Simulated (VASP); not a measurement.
# As (Im-3m) in VASP: a series of runs, part 2 of 2

VASP 6.6.1. The steps go on from the part before.

## (4) Single point, RPBE (volume scaled by 1.12)

INCAR

```
SYSTEM = As
PREC = Accurate ; ENCUT = 520
EDIFF = 1E-7 ; ISMEAR = -1
SIGMA = 0.1 ; LREAL = .False.
LASPH = .True. ; NELM = 60
ALGO = Normal ; ISIF = 2
LWAVE = .False. ; LCHARG = .True.
GGA = RP ; LELF = .True.
LVHAR = .True. ; NBANDS = 8
```

KPOINTS

```
Automatic mesh
0
Gamma
  15 15 15
  0 0 0
```

POSCAR

```
As
1.0
   -1.7587023973      1.7587023973      1.7587023973
    1.7587023973     -1.7587023973      1.7587023973
    1.7587023973      1.7587023973     -1.7587023973
As
1
Direct
    0.0000000000      0.0000000000      0.0000000000
```

Potentials or basis: VASP PAW PBE potentials, release 64 (As).

On the command line:

```bash
$ cat potpaw_PBE.64/As/POTCAR > POTCAR
$ mpirun -np 1 vasp_std > vasp.out
```

OUTCAR:

```text
SYSTEM = As
   PREC = Accurate
   ENCUT = 520
   EDIFF = 1E-7
   ISMEAR = -1
   LREAL = .False.
   LASPH = .True.
   NELM = 60
   ISIF = 2
   GGA = RP

 ion  position               nearest neighbor table
   1  0.000  0.000  0.000-

  LATTYP: Found a body centered cubic cell.
 ALAT       =     3.5174047946

  Lattice vectors:

 A1 = (  -1.7587023973,   1.7587023973,   1.7587023973)
 A2 = (   1.7587023973,  -1.7587023973,   1.7587023973)
 A3 = (   1.7587023973,   1.7587023973,  -1.7587023973)

Analysis of symmetry for initial positions (statically):
=====================================================================
 Subroutine PRICEL returns:
 Original cell was already a primitive cell.

 Routine SETGRP: Setting up the symmetry group for a
 body centered cubic supercell.

 Subroutine GETGRP returns: Found 48 space group operations
 (whereof 48 operations were pure point group operations)
 out of a pool of 48 trial point group operations.

The static configuration has the point symmetry O_h .

Analysis of symmetry for dynamics (positions and initial velocities):
=====================================================================
 Subroutine PRICEL returns:
[... 151 lines left out ...]

  energy without entropy =       -3.76890333  energy(sigma->0) =       -3.78001610

 E-fermi :   5.1032     XC(G=0): -10.1516

 val. band max:        5.0779746130   @ k =  -0.4667   0.4667   0.2000
 cond. band min:       5.1242536271   @ k =  -0.2667   0.4000   0.0667
 fundamental gap:      0.0462790141
 Fermi energy:         5.1031760781

 k-point     1 :       0.0000    0.0000    0.0000
  band No.  band energies     occupation
      1      -8.8138      2.00000
      2      10.0331      0.00000
      3      10.0331      0.00000
      4      10.0331      0.00000
      5      17.5167      0.00000
      6      17.5390      0.00000
      7      17.5390      0.00000
      8      17.5390      0.00000
[... 243 lines left out ...]
 k-point    24 :       0.4000    0.2000    0.0000
  band No.  band energies     occupation
      1      -4.5213      2.00000
      2       0.2258      2.00000
      3       3.7450      2.00000
      4       7.7668      0.00000
      5      14.0677      0.00000
      6      16.9249      0.00000
      7      20.1001      0.00000
      8      20.6181      0.00000

 [... further k-points ...]
[... 5 lines left out ...]
  --------------------------------------------------------------------------------------
  -------------------------------------------------------------------------------------
  Total       -0.9044365     -0.9044365     -0.9044365     -0.0000000      0.0000000      0.0000000
  in kB      -66.5965323    -66.5965323    -66.5965323     -0.0000000      0.0000000      0.0000000
  external PRESSURE =     -66.5965323 kB  Pullay stress =       0.0000000 kB

 VOLUME and BASIS-vectors are now :
 -----------------------------------------------------------------------------
  energy-cutoff  :      520.00
  volume of cell :       21.76
      direct lattice vectors                 reciprocal lattice vectors
    -1.758702397  1.758702397  1.758702397     0.000000000  0.284300517  0.284300517
     1.758702397 -1.758702397  1.758702397     0.284300517  0.000000000  0.284300517
     1.758702397  1.758702397 -1.758702397     0.284300517  0.284300517  0.000000000

 POSITION                                       TOTAL-FORCE (eV/Angst)
 -----------------------------------------------------------------------------------
      0.00000      0.00000      0.00000        -0.000000      0.000000      0.000000
 -----------------------------------------------------------------------------------
    total drift:                                0.000000      0.000000      0.000000

  FREE ENERGIE OF THE ION-ELECTRON SYSTEM (eV)
  ---------------------------------------------------
  free  energy   TOTEN  =        -3.7911288719 eV

  energy  without entropy=       -3.7689033263  energy(sigma->0) =       -3.78001610
```

OSZICAR:

```text
N       E                     dE             d eps       ncg     rms          rms(c)
DAV:   1     0.247375230421E+01    0.24738E+01   -0.20371E+03  1920   0.464E+02
DAV:   2    -0.372033775883E+01   -0.61941E+01   -0.59397E+01  2568   0.477E+01
DAV:   3    -0.379667893711E+01   -0.76341E-01   -0.75726E-01  2232   0.547E+00
DAV:   4    -0.379674810474E+01   -0.69168E-04   -0.69167E-04  2872   0.181E-01
DAV:   5    -0.379674811704E+01   -0.12305E-07   -0.12931E-07  2336   0.198E-03    0.153E+00
DAV:   6    -0.379253504551E+01    0.42131E-02   -0.45297E-03  2280   0.353E-01    0.870E-01
DAV:   7    -0.379106066228E+01    0.14744E-02   -0.84268E-03  2184   0.482E-01    0.603E-02
DAV:   8    -0.379112867415E+01   -0.68012E-04   -0.12113E-04  2552   0.820E-02    0.600E-03
DAV:   9    -0.379112921168E+01   -0.53753E-06   -0.11589E-06  2688   0.897E-03    0.351E-03
DAV:  10    -0.379112892801E+01    0.28367E-06   -0.59438E-08  2528   0.172E-03    0.320E-04
DAV:  11    -0.379112887188E+01    0.56131E-07   -0.32569E-09  1304   0.441E-04
   1 F= -.37911289E+01 E0= -.37800161E+01  d E =-.222255E-01
```

Run time: 5.8 s. Hardware: 1 thread of Intel Xeon 6975P-C (Granite Rapids), shared host; peak memory 0.15 GiB.

Results:

| Item | Value |
| --- | --- |
| Free energy | -3.7911 eV |
| Pressure | -6.7 GPa |

Caveat: the cell differs from its parent crystal (volume scaled by 1.12); the PAW data sets were made with another functional, which shifts forces and pressure a little.

## (5) Single point, RPBE

This run uses another cell than the first one, of 19.43 Å³/atom, 0.962 times its volume.

INCAR

```
ALGO = Normal ; EDIFF = 1E-7
ENCUT = 520 ; GGA = RP
ISIF = 2 ; ISMEAR = -1
LASPH = True ; LCHARG = True
LELF = True ; LREAL = False
LVHAR = True ; LWAVE = False
NBANDS = 8 ; NELM = 60
PREC = Accurate ; SIGMA = 0.1
```

KPOINTS

```
k-points
0
Gamma
  21 21 21
```

POSCAR

```
As
1.0
   -1.6935044728      1.6935044728      1.6935044728
    1.6935044728     -1.6935044728      1.6935044728
    1.6935044728      1.6935044728     -1.6935044728
As
1
Direct
    0.0000000000      0.0000000000      0.0000000000
```

On the command line:

```bash
$ cat potpaw_PBE.64/As/POTCAR > POTCAR
$ mpirun -np 1 vasp_std > vasp.out
```

It took 12 s on 1 thread of Intel Xeon 6975P-C (Granite Rapids), shared host; peak memory 0.17 GiB.

The run converged. Its results:

| Quantity | Value |
| --- | --- |
| Free energy | -3.8479 eV |
| Pressure | 0.0 GPa |

Levels at points of the mesh, in eV from the Fermi level:
```tsv
k point	band 1	band 2	band 3	band 4	band 5	band 6
(0.00, 0.00, 0.00)	-14.84	5.79	5.79	5.79	12.93	12.93
```

Caveat: the PAW data sets were made with another functional, which shifts forces and pressure a little.

## (6) The runs side by side

| cell | k mesh | gap on the mesh (eV) | pressure (GPa) |
| --- | --- | --- | --- |
| a = 2.972 Å, angles 109.5°, 1 atom | 15 × 15 × 15 | none | -2.7 |
| a = 3.009 Å, angles 109.5°, 1 atom | 15 × 15 × 15 | none | -4.9 |
| a = 3.046 Å, angles 109.5°, 1 atom | 15 × 15 × 15 | none | -6.7 |
| a = 2.933 Å, angles 109.5°, 1 atom | 21 × 21 × 21 | none | 0.0 |

Alike in all rows: task single point; level RPBE; potentials or basis VASP PAW PBE potentials, release 64 (As); no spin polarisation; cutoff (eV) 520; smearing fermi-dirac 0.1 eV.

Caveats: the PAW data sets were made with another functional, which shifts forces and pressure a little.

Total energies depend on the potentials used, so only differences within one code and one set of settings carry meaning.
